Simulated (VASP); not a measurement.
A run of VASP 6.6.1 is set up as follows.

File INCAR:

```
SYSTEM = Fe
PREC = Accurate ; ENCUT = 600
EDIFF = 1E-6 ; ISMEAR = -1
SIGMA = 0.2 ; LREAL = .FALSE.
LASPH = .TRUE. ; NELM = 200
ALGO = Normal ; ISIF = 2
LWAVE = .FALSE. ; LCHARG = .FALSE.
ISPIN = 2 ; MAGMOM = 2.5
LORBIT = 11 ; LMAXMIX = 4
GGA = PE ; NBANDS = 14
GGA_COMPAT = .FALSE.
```

File KPOINTS:

```
regular mesh
0
G
  3 3 3
  0 0 0
```

Contents of POSCAR:

```
Fe
1.0
   -1.4447913694      1.4447913694      1.4447913694
    1.4447913694     -1.4447913694      1.4447913694
    1.4447913694      1.4447913694     -1.4447913694
Fe
1
Direct
    0.0000000000      0.0000000000      0.0000000000
```

Potentials or basis: VASP PAW PBE potentials, release 64 (Fe).

Command:

```bash
$ cat potpaw_PBE.64/Fe/POTCAR > POTCAR
$ mpirun -np 1 vasp_std > vasp.out
```

Task: Estimate the pressure.

Result: 3.1 GPa.

Task: Estimate the site moments.

Result: Fe +2.87 μB.

Caveat: the k points lie up to 1.03 Å⁻¹ apart.
